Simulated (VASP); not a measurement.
A run of VASP 6.6.1:

INCAR

```
SYSTEM = Ir
  ALGO = Normal
  EDIFF = 1E-7
  ENCUT = 520
  GGA = PS
  ISIF = 2
  ISMEAR = -1
  LASPH = .TRUE.
  LCHARG = .TRUE.
  LELF = .TRUE.
  LREAL = .FALSE.
  LVHAR = .TRUE.
  LWAVE = .FALSE.
  NBANDS = 10
  NELM = 100
  PREC = Accurate
  SIGMA = 0.1
```

The input KPOINTS:

```
k-points
0
G
  19 19 19
  0 0 0
```

File POSCAR:

```
Ir
1.0
    0.0000000000      1.9158328124      1.9158328124
    1.9158328124      0.0000000000      1.9158328124
    1.9158328124      1.9158328124      0.0000000000
Ir
1
Direct
    0.0000000000      0.0000000000      0.0000000000
```

Potentials or basis: VASP PAW PBE potentials, release 64 (Ir).

Launch:

```bash
$ cat potpaw_PBE.64/Ir/POTCAR > POTCAR
$ mpirun -np 1 vasp_std > vasp.out
```

Hardware: 1 thread of Intel(R) Xeon(R) 6975P-C (Granite Rapids), on a shared host.

Q: How long does it take, and how much memory?

A: It took 9.9 s on 1 thread of Intel(R) Xeon(R) 6975P-C (Granite Rapids), with other jobs on the host, peak memory 0.15 GiB. Counts: scf iterations 12, k points 220.
